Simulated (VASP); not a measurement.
Crystal: CuI (Marshite).

```
Cu I
1.0
     4.28719    0.00000    0.00000
     2.14359    3.71281    0.00000
     2.14359    1.23760    3.50047
Cu I
1 1
Direct
  0.25000 0.25000 0.25000
  0.00000 0.00000 0.00000
```

Base run:

| Item | Value |
| --- | --- |
| Program | VASP 6.6.1 |
| Functional | PBEsol |
| Potentials or basis | VASP PAW PBE potentials, release 64 (Cu, I) |
| Cutoff | 520 eV |
| k mesh | 6 × 6 × 6 |
| Occupations | fermi-dirac, width 0.02 eV |
| Spin | no spin polarisation |

Its results: band gap on the k mesh 1.03 eV, direct; pressure -2.1 GPa.

Task: The run is repeated on the same cell with these changes: functional from PBEsol to BLYP. What comes out?

Result: Band gap on the k mesh 1.22 eV, direct; pressure 3.8 GPa.

BLYP binds less tightly than PBEsol, so the same cell stands under more pressure.

Caveats: the PAW data sets were made with another functional, which shifts forces and pressure a little; spin-orbit coupling is left out, which moves the levels of the heavy elements.

